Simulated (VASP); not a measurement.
# Ag (Fm-3m) in VASP: a series of runs

Runs on Ag. Level: r2SCAN. Tasks: single point.

Program: VASP 6.6.1. These are calculated values, not measurements. Logs are shortened: lines on timing, memory, paths and dates and some standing lists are left out, and cuts for length are marked.

## Step 1: The cell of the first run

The structure is cubic, space group Fm-3m (No. 225). The conventional cell has a = 4.104 Å, b = 4.104 Å, c = 4.104 Å, α = 90.00°, β = 90.00°, γ = 90.00°. Ag (site symmetry m-3m) has 12 Ag at 2.90 Å within 3.8 Å.

## Step 2: Single point, r2SCAN

The input, POSCAR:

```
Ag
1.0
    0.0000000000      2.0519023311      2.0519023311
    2.0519023311      0.0000000000      2.0519023311
    2.0519023311      2.0519023311      0.0000000000
Ag
1
Direct
    0.0000000000      0.0000000000      0.0000000000
```

The input, INCAR.step1:

```
SYSTEM = Ag
ALGO     = Normal         ! electronic algorithm
EDIFF    = 1E-4           ! SCF threshold, eV
ENCUT    = 520            ! plane-wave cutoff, eV
GGA      = PE             ! functional
ISMEAR   = -1             ! smearing method
LASPH    = .True.         ! aspherical terms in the spheres
LCHARG   = .False.        ! write CHGCAR
LREAL    = .False.        ! projectors in reciprocal space
LWAVE    = .True.         ! write WAVECAR
NBANDS   = 12             ! bands
NELM     = 60             ! most SCF steps
PREC     = Accurate       ! precision mode
SIGMA    = 0.1            ! smearing width, eV
```

The input, INCAR.step2:

```
SYSTEM = Ag
ALGO     = Normal         ! electronic algorithm
EDIFF    = 1E-7           ! SCF threshold, eV
ENCUT    = 520            ! plane-wave cutoff, eV
ISIF     = 2              ! what is computed and relaxed
ISMEAR   = -1             ! smearing method
ISTART   = 1            
LASPH    = .True.         ! aspherical terms in the spheres
LCHARG   = .False.        ! write CHGCAR
LMIXTAU  = .True.       
LREAL    = .False.        ! projectors in reciprocal space
LWAVE    = .False.        ! write WAVECAR
METAGGA  = R2SCAN         ! meta-GGA
NBANDS   = 12             ! bands
NELM     = 60             ! most SCF steps
PREC     = Accurate       ! precision mode
SIGMA    = 0.1            ! smearing width, eV
```

The input, KPOINTS:

```
k-points
0
Gamma
  11 11 11
  0 0 0
```

Potentials or basis: VASP PAW PBE potentials, release 64 (Ag).

Launch:

```console
> cat potpaw_PBE.64/Ag/POTCAR > POTCAR
> cp INCAR.step1 INCAR
> mpirun -np 1 vasp_std > vasp.out
> cp INCAR.step2 INCAR
> mpirun -np 1 vasp_std > vasp.out
```

OUTCAR:

```text
SYSTEM = Ag
   EDIFF = 1E-7
   ENCUT = 520
   ISIF = 2
   ISMEAR = -1
   ISTART = 1
   LASPH = .True.
   LREAL = .False.
   METAGGA = R2SCAN
   NELM = 60
   PREC = Accurate

 ion  position               nearest neighbor table
   1  0.000  0.000  0.000-

  LATTYP: Found a face centered cubic cell.
 ALAT       =     4.1038046622

  Lattice vectors:

 A1 = (   0.0000000000,   2.0519023311,   2.0519023311)
 A2 = (   2.0519023311,   0.0000000000,   2.0519023311)
 A3 = (   2.0519023311,   2.0519023311,   0.0000000000)

Analysis of symmetry for initial positions (statically):
=====================================================================
 Subroutine PRICEL returns:
 Original cell was already a primitive cell.

 Routine SETGRP: Setting up the symmetry group for a
 face centered cubic supercell.

 Subroutine GETGRP returns: Found 48 space group operations
 (whereof 48 operations were pure point group operations)
 out of a pool of 48 trial point group operations.

The static configuration has the point symmetry O_h .

Analysis of symmetry for dynamics (positions and initial velocities):
=====================================================================
 Subroutine PRICEL returns:
 Original cell was already a primitive cell.

 Routine SETGRP: Setting up the symmetry group for a
 face centered cubic supercell.

 Subroutine GETGRP returns: Found 48 space group operations
 (whereof 48 operations were pure point group operations)
 out of a pool of 48 trial point group operations.

The dynamic configuration has the point symmetry O_h .

 Subroutine INISYM returns: Found 48 space group operations
 (whereof 48 operations are pure point group operations),
 and found     1 'primitive' translations

----------------------------------------------------------------------------------------

                                     Primitive cell

  volume of cell :      17.2783

  direct lattice vectors                    reciprocal lattice vectors
     0.000000000  2.051902331  2.051902331    -0.243676316  0.243676316  0.243676316
     2.051902331  0.000000000  2.051902331     0.243676316 -0.243676316  0.243676316
     2.051902331  2.051902331  0.000000000     0.243676316  0.243676316 -0.243676316

  length of vectors
     2.901828105  2.901828105  2.901828105     0.422059759  0.422059759  0.422059759

  position of ions in fractional coordinates (direct lattice)
     0.000000000  0.000000000  0.000000000

  ion indices of the primitive-cell ions
   primitive index   ion index
                 1           1

----------------------------------------------------------------------------------------

 KPOINTS: k-points

Automatic generation of k-mesh.
 Grid dimensions read from file:
 generate k-points for:   11   11   11

 Generating k-lattice:

  Cartesian coordinates                     Fractional coordinates (reciprocal lattice)
    -0.022152392  0.022152392  0.022152392     0.090909091  0.000000000  0.000000000
     0.022152392 -0.022152392  0.022152392     0.000000000  0.090909091  0.000000000
     0.022152392  0.022152392 -0.022152392     0.000000000  0.000000000  0.090909091

  Length of vectors
     0.038369069  0.038369069  0.038369069

  Shift w.r.t. Gamma in fractional coordinates (k-lattice)
     0.000000000  0.000000000  0.000000000

 Subroutine IBZKPT returns following result:
 ===========================================

 Found     56 irreducible k-points:

 Following reciprocal coordinates:
            Coordinates               Weight
  0.000000  0.000000  0.000000      1.000000
  0.090909  0.000000  0.000000      8.000000
  0.181818  0.000000  0.000000      8.000000
  0.272727  0.000000  0.000000      8.000000
  0.363636  0.000000  0.000000      8.000000
  0.454545  0.000000  0.000000      8.000000
[... 16 lines left out ...]
 -0.272727  0.181818  0.000000     24.000000
 -0.181818  0.181818  0.000000     12.000000
 [... further k-points ...]
   k-points           NKPTS =     56   k-points in BZ     NKDIM =     56   number of bands    NBANDS=     12
   number of dos      NEDOS =    301   number of ions     NIONS =      1
   total plane-waves  NPLWV =  13824
   dimension x,y,z NGX =    24 NGY =   24 NGZ =   24
   dimension x,y,z NGXF=    48 NGYF=   48 NGZF=   48
   ions per type =               1
   NGX,Y,Z   is equivalent  to a cutoff of  13.75, 13.75, 13.75 a.u.
   NGXF,Y,Z  is equivalent  to a cutoff of  27.50, 27.50, 27.50 a.u.
 SYSTEM =  Ag
   PREC   = accura    normal or accurate (medium, high low for compatibility)
   ISTART =      1    job   : 0-new  1-cont  2-samecut
   ICHARG =      0    charge: 1-file 2-atom 10-const
   ISPIN  =      1    spin polarized calculation?
   LNONCOLLINEAR =      F non collinear calculations
   LSORBIT =      F    spin-orbit coupling
   LASPH  =      T    aspherical Exc in radial PAW
   ENCUT  =  520.0 eV  38.22 Ry    6.18 a.u.   5.40  5.40  5.40*2*pi/ulx,y,z
   NELM   =     60;   NELMIN=  2; NELMDL=  0     # of ELM steps
   EDIFF  = 0.1E-06   stopping-criterion for ELM
   LREAL  =      F    real-space projection
   EDIFFG = 0.1E-05   stopping-criterion for IOM
   NSW    =      0    number of steps for IOM
   IBRION =     -1    ionic relax: 0-MD 1-quasi-New 2-CG
   NFREE  =      0    steps in history (QN), initial steepest desc. (CG)
   ISIF   =      2    stress and relaxation
   ISYM   =      2    0-nonsym 1-usesym 2-fastsym
   POTIM  = 0.5000    time-step for ionic-motion
   TEBEG  =    0.0;   TEEND  =   0.0 temperature during run
   PSTRESS=    0.0 pullay stress
   NELECT =      11.0000    total number of electrons
   NUPDOWN=      -1.0000    fix difference up-down
   EMIN   =  10.00;   EMAX   =-10.00  energy-range for DOS
   EFERMI =   0.00;   METHOD = LEGACY
   ISMEAR =    -1;   SIGMA  =   0.10  broadening in eV -4-tet -1-fermi 0-gaus
   EFERMI_NEDOS =   21; number of points for ismear=-14 and -15
   IALGO  =     38    algorithm
   IMIX   =      4    mixing-type and parameters
     AMIX     =   0.40;   BMIX     =  1.00
     AMIX_MAG =   1.60;   BMIX_MAG =  1.00
  volume/ion in A,a.u.               =      17.28       116.60
  Fermi-wavevector in a.u.,A,eV,Ry     =   1.408334  2.661366 26.985864  1.983405
  Thomas-Fermi vector in A             =   2.530502
   LORBIT       =      0    0 simple, 1 ext, 2 COOP (PROOUT), +10 PAW based schemes
   METAGGA = R2SCAN    functional components
   LHFCALC =     F    Hartree Fock is set to
   AEXX    =    0.0000 exact exchange contribution
   IVDW    =     0    specifies the selected vdW correction
   LEPSILON=     F    determine dielectric tensor
   LRPA    =     F    only Hartree local field effects (RPA)
 non-spin polarized calculation
  energy-cutoff  :      520.00
  volume of cell :       17.28
 maximum number of plane-waves:       487
 NGX is ok and might be reduce to    24
   NGX = 11   NGY = 11   NGZ = 11

 number of electron      10.9999999 magnetization

 Free energy of the ion-electron system (eV)
  ---------------------------------------------------
  ext. energy  EPLUGINS =         0.00000000
  ---------------------------------------------------
  free energy    TOTEN  =       -21.36415064 eV

  energy without entropy =      -21.35453268  energy(sigma->0) =      -21.35934166

 E-fermi :   8.4871     XC(G=0): -12.8780

 val. band max:        8.1649798732   @ k =   0.4545   0.2727   0.0000
 cond. band min:       8.5327544420   @ k =  -0.4545   0.0909   0.0000
 fundamental gap:      0.3677745687
 Fermi energy:         8.4871391075

 k-point     1 :       0.0000    0.0000    0.0000
  band No.  band energies     occupation
      1       0.3892      2.00000
      2       3.1547      2.00000
      3       3.1547      2.00000
      4       3.1547      2.00000
      5       4.1742      2.00000
      6       4.1742      2.00000
      7      24.8643      0.00000
      8      28.5152      0.00000
      9      28.5152      0.00000
     10      28.5152      0.00000
     11      33.4496      0.00000
     12      34.4044      0.00000

 k-point     2 :       0.0909    0.0000    0.0000
  band No.  band energies     occupation
      1       0.6497      2.00000
      2       3.1016      2.00000
      3       3.2231      2.00000
      4       3.2231      2.00000
      5       4.1507      2.00000
      6       4.1507      2.00000
      7      24.7864      0.00000
      8      26.6646      0.00000
      9      28.5922      0.00000
     10      28.5922      0.00000
     11      32.9873      0.00000
     12      34.1277      0.00000

 k-point     3 :       0.1818    0.0000    0.0000
  band No.  band energies     occupation
      1       1.3120      2.00000
      2       3.0909      2.00000
      3       3.3448      2.00000
      4       3.3448      2.00000
      5       4.1622      2.00000
      6       4.1622      2.00000
      7      22.3926      0.00000
      8      25.7469      0.00000
      9      28.6623      0.00000
     10      28.6623      0.00000
     11      31.8070      0.00000
     12      33.1212      0.00000
[... 286 lines left out ...]
 k-point    23 :      -0.2727    0.1818    0.0000
  band No.  band energies     occupation
      1       2.3633      2.00000
      2       2.9869      2.00000
      3       3.4819      2.00000
      4       3.6341      2.00000
      5       4.2029      2.00000
      6       6.7680      2.00000
      7      17.1438      0.00000
      8      20.4128      0.00000
      9      26.2012      0.00000
     10      27.6585      0.00000
     11      31.1420      0.00000
     12      33.6946      0.00000

 k-point    24 :      -0.1818    0.1818    0.0000
  band No.  band energies     occupation
      1       2.3839      2.00000
      2       2.7617      2.00000
      3       3.3934      2.00000
      4       3.7678      2.00000
      5       3.7903      2.00000
      6       5.4035      2.00000
      7      20.5490      0.00000
      8      20.8972      0.00000
      9      27.5213      0.00000
     10      29.3776      0.00000
     11      29.9466      0.00000
     12      33.5637      0.00000

 [... further k-points ...]

------------------------ aborting loop because EDIFF is reached ----------------------------------------

  FORCE on cell =-STRESS in cart. coord.  units (eV):
  Direction    XX          YY          ZZ          XY          YZ          ZX
  --------------------------------------------------------------------------------------
  -------------------------------------------------------------------------------------
  Total        0.0057615      0.0057615      0.0057615      0.0000000      0.0000000      0.0000000
  in kB        0.5342478      0.5342478      0.5342478      0.0000000      0.0000000      0.0000000
  external PRESSURE =       0.5342478 kB  Pullay stress =       0.0000000 kB

 VOLUME and BASIS-vectors are now :
 -----------------------------------------------------------------------------
  energy-cutoff  :      520.00
  volume of cell :       17.28
      direct lattice vectors                 reciprocal lattice vectors
     0.000000000  2.051902331  2.051902331    -0.243676316  0.243676316  0.243676316
     2.051902331  0.000000000  2.051902331     0.243676316 -0.243676316  0.243676316
     2.051902331  2.051902331  0.000000000     0.243676316  0.243676316 -0.243676316

 POSITION                                       TOTAL-FORCE (eV/Angst)
 -----------------------------------------------------------------------------------
      0.00000      0.00000      0.00000         0.000000      0.000000      0.000000
 -----------------------------------------------------------------------------------
    total drift:                               -0.000000      0.000000     -0.000000

  FREE ENERGIE OF THE ION-ELECTRON SYSTEM (eV)
  ---------------------------------------------------
  free  energy   TOTEN  =       -21.3641506433 eV

  energy  without entropy=      -21.3545326752  energy(sigma->0) =      -21.35934166
```

Wall time 46 s (1 thread of Intel Xeon 8259CL, shared host); peak memory 0.15 GiB.

Results:

| Item | Value |
| --- | --- |
| Free energy | -21.3642 eV |
| Pressure | 0.1 GPa |

Levels at points of the mesh, in eV from the Fermi level:
```
           k point  band 3  band 4  band 5  band 6  band 7  band 8  band 9  band 10
(0.00, 0.00, 0.00)   -5.33   -5.33   -4.31   -4.31   16.38   20.03   20.03    20.03
```

Caveat: the PAW data sets were made with another functional, which shifts forces and pressure a little.

## Step 3: Single point, r2SCAN

POSCAR is that of step 2.

The input, INCAR.step1:

```
PREC = Accurate
ENCUT = 520
ISMEAR = -1
SIGMA = 0.1
LREAL = F
LASPH = T
NELM = 60
NBANDS = 12
GGA = PE
ALGO = Normal
EDIFF = 1E-4
LWAVE = T
LCHARG = F
```

The input, INCAR.step2:

```
PREC = Accurate
ENCUT = 520
EDIFF = 1E-6
ISMEAR = -1
SIGMA = 0.1
LREAL = F
LASPH = T
NELM = 60
ALGO = Normal
ISIF = 2
LWAVE = F
LCHARG = F
METAGGA = R2SCAN
LMIXTAU = T
NBANDS = 12
ISTART = 1
```

The input, KPOINTS:

```
Automatic mesh
0
Gamma
  13 13 13
```

Potentials or basis: VASP PAW PBE potentials, release 64 (Ag).

Launch:

```console
> cat potpaw_PBE.64/Ag/POTCAR > POTCAR
> cp INCAR.step1 INCAR
> mpirun -np 1 vasp_std > vasp.out
> cp INCAR.step2 INCAR
> mpirun -np 1 vasp_std > vasp.out
```

Run time: 55 s. Hardware: 1 thread of Intel Xeon 8259CL, shared host; peak memory 0.15 GiB.

Results (log left out):

* Free energy: -21.3605 eV
* Pressure: 0.1 GPa

Levels at points of the mesh, in eV from the Fermi level:
```csv
k point,band 3,band 4,band 5,band 6,band 7,band 8,band 9,band 10
"(0.00, 0.00, 0.00)",-5.26,-5.26,-4.24,-4.24,16.45,20.10,20.10,20.10
```

Caveat: the PAW data sets were made with another functional, which shifts forces and pressure a little.
